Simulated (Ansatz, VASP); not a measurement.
One calculation of MgSi3N2, two programs

Contents of INCAR:

```
SYSTEM = MgSi3N2
PREC = Accurate
ENCUT = 600
EDIFF = 1E-6
ISMEAR = 0
SIGMA = 0.1
LREAL = .FALSE.
LASPH = .TRUE.
NELM = 60
ALGO = Normal
ISIF = 3
LWAVE = .FALSE.
LCHARG = .FALSE.
GGA = PE
IBRION = 2
NSW = 90
EDIFFG = -0.04
```

KPOINTS

```
regular mesh
0
G
  6 6 6
  0 0 0
```

File POSCAR:

```
MgSi3N2
1.0
    2.4364301200      1.4066735900      3.9402007400
   -2.4364301200      1.4066735900      3.9402007400
    0.0000000000     -2.8133471700      3.9402007400
Mg Si N
1 3 2
Direct
    0.0000000000      0.0000000000      0.0000000000
    0.0000000000      0.5000000000      0.0000000000
    0.5000000000      0.0000000000      0.0000000000
    0.0000000000      0.0000000000      0.5000000000
    0.6225940000      0.6225940000      0.6225940000
    0.3774060000      0.3774060000      0.3774060000
```

Input for Ansatz:

```yaml
crystal:
  lattice:
    - [2.43643012, 1.40667359, 3.94020074]
    - [-2.43643012, 1.40667359, 3.94020074]
    - [0.0, -2.81334717, 3.94020074]
  atoms:
    - { symbol: Mg, position: [0.0, 0.0, 0.0] }
    - { symbol: Si, position: [0.0, 0.5, 0.0] }
    - { symbol: Si, position: [0.5, 0.0, 0.0] }
    - { symbol: Si, position: [0.0, 0.0, 0.5] }
    - { symbol: "N", position: [0.622594, 0.622594, 0.622594] }
    - { symbol: "N", position: [0.377406, 0.377406, 0.377406] }
basis:
  ecutwfc: 420
kpoints:
  mp_grid: { grid: [6, 6, 6] }
hamiltonian:
  xc: pbe
scf:
  occupations: { method: gaussian, width: 0.1 }
  lower_state_search: "off"
output:
  forces: true
  stress: true
  eigenvalues: true
relax:
  adjacent_minimum: "off"
  f_tol: 0.04
  max_steps: 70
  cell: { stress_tol: 0.4 }
```

Change from the starting cell: species swapped into the Gd2AlFe3 type (R-3m, No. 166).

Alike in both runs: task relaxation of cell and atoms; functional PBE; k mesh 6 × 6 × 6; occupations gaussian, width 0.1 eV; no spin polarisation.

|  | VASP | Ansatz |
| --- | --- | --- |
| version | VASP 6.6.1 | Ansatz 0.2.0 |
| potentials or method | VASP PAW PBE potentials, release 64 (Mg, Si, N), cutoff 600 eV | scalar-relativistic, plane waves, PAW |
| valence electrons in the cell | 24 | 32 |

Ansatz gave:

* gap on the k mesh at the Fermi level, each at its own relaxed structure (eV): none
* relaxed volume (Å³/atom): 15.87
* relaxed length of the cell vector where the two differ most in proportion (Å): 5.612

Which values does VASP return?

gap on the k mesh at the Fermi level, each at its own relaxed structure (eV): none; relaxed volume (Å³/atom): 20.27; relaxed length of the cell vector where the two differ most in proportion (Å): 5.498.

A gap of «none» marks a metal or a gap that the smearing closes. One of these differences is far larger than is usual between the two programs; its cause wasn't traced. VASP's potentials hold 24 valence electrons a cell and Ansatz's 32, so a difference there can come from the potentials and not from the codes.

Noted on VASP's run: the volume moved by over 15 % at a fixed basis, so the end points are rough.
